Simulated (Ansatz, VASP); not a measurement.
# Mn: VASP beside Ansatz

The input POSCAR:

```
Mn
1.0
   -1.4161561410      1.4161561410      1.4161561410
    1.4161561410     -1.4161561410      1.4161561410
    1.4161561410      1.4161561410     -1.4161561410
Mn
1
Direct
    0.0000000000      0.0000000000      0.0000000000
```

Contents of INCAR.step1:

```
PREC = Accurate ; ENCUT = 520
ISMEAR = -1 ; SIGMA = 0.1
LREAL = F ; LASPH = T
NELM = 100 ; NBANDS = 12
GGA = PE ; ALGO = Normal
EDIFF = 1E-4 ; LWAVE = T
LCHARG = F
```

The input INCAR.step2:

```
PREC = Accurate ; ENCUT = 520
EDIFF = 1E-6 ; ISMEAR = -1
SIGMA = 0.1 ; LREAL = F
LASPH = T ; NELM = 100
ALGO = Normal ; ISIF = 2
LWAVE = F ; LCHARG = F
METAGGA = R2SCAN ; LMIXTAU = T
NBANDS = 12 ; ISTART = 1
```

File KPOINTS:

```
Automatic mesh
0
Gamma
  18 18 18
```

Input for Ansatz:

```yaml
crystal:
  lattice:
    - [-1.416156141, 1.416156141, 1.416156141]
    - [1.416156141, -1.416156141, 1.416156141]
    - [1.416156141, 1.416156141, -1.416156141]
  atoms:
    - { symbol: Mn, position: [0.0, 0.0, 0.0] }
hamiltonian:
  xc: r2scan
  pseudopotentials:
    kind: paw
    azcp:
      Mn: "pseudopotentials/Mn.paw.azcp"
basis:
  ecutwfc: 500
  fft_grid_basis: typed
kpoints:
  mp_grid: { grid: [18, 18, 18], shift: [0, 0, 0] }
magnetization:
  spin_polarized: false
scf:
  occupations: { method: fermi_dirac, width: 0.1 }
  lower_state_search: "off"
output:
  stress: true
  write_density: true
  write_potential: true
  elf: true
  volumetric_format: npy
```

Alike in both runs: task single point; functional r2SCAN; k mesh 18 × 18 × 18; occupations fermi-dirac, width 0.1 eV; no spin polarisation.

|  | VASP | Ansatz |
| --- | --- | --- |
| version | VASP 6.6.1 | Ansatz 0.2.0 |
| potentials or method | VASP PAW PBE potentials, release 64 (Mn_pv), cutoff 520 eV | plane waves (500 eV) with PAW, scalar-relativistic |
| valence electrons in the cell | 13 | 15 |

Ansatz gave:

| Item | Value |
| --- | --- |
| pressure (GPa) | -19.7 |

Task: Which values does VASP return?

Result: Pressure (GPa): -19.6.

VASP's potentials were made for PBE, not for r2SCAN. The functional is the same, so the differences come from potentials, cutoffs and numerics. VASP's potentials hold 13 valence electrons a cell and Ansatz's 15, so a difference there can come from the potentials and not from the codes.
